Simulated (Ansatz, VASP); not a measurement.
**One calculation of InSb, two programs**

```xyz
2
Lattice="0.0000 3.2391 3.2391 3.5630 0.0000 3.2391 3.5630 3.2391 0.0000" Properties=species:S:1:pos:R:3 pbc="T T T"
In    0.0000    0.0000    0.0000
Sb    5.3445    4.8586    4.8586
```

Change from the starting cell: strain +0.1000 x Voigt [1, 0, 0, 0, 0, 0], atoms carried along.

Alike in both runs: task single point; functional PBEsol; k mesh 12 × 12 × 12; occupations gaussian, width 0.15 eV; no spin polarisation.

|  | VASP | Ansatz |
| --- | --- | --- |
| version | VASP 6.6.1 | Ansatz 0.2.0 |
| potentials or method | VASP PAW PBE potentials, release 64 (In_d, Sb), cutoff 520 eV | scalar-relativistic, plane waves, PAW |
| valence electrons in the cell | 18 | 28 |

```tsv
	VASP	Ansatz	Ansatz less VASP
gap on the k mesh at the Fermi level (eV)	none	none	-
pressure (GPa)	-2.8	-2.8	-0.01
traceless stress, the component that is largest in VASP (GPa)	-2.02	-2.01	+0.001
```

VASP's potentials were made for PBE, not for PBEsol. A gap of «none» marks a metal or a gap that the smearing closes. VASP's potentials hold 18 valence electrons a cell and Ansatz's 28, so a difference there can come from the potentials and not from the codes.

Spin-orbit coupling is off throughout.
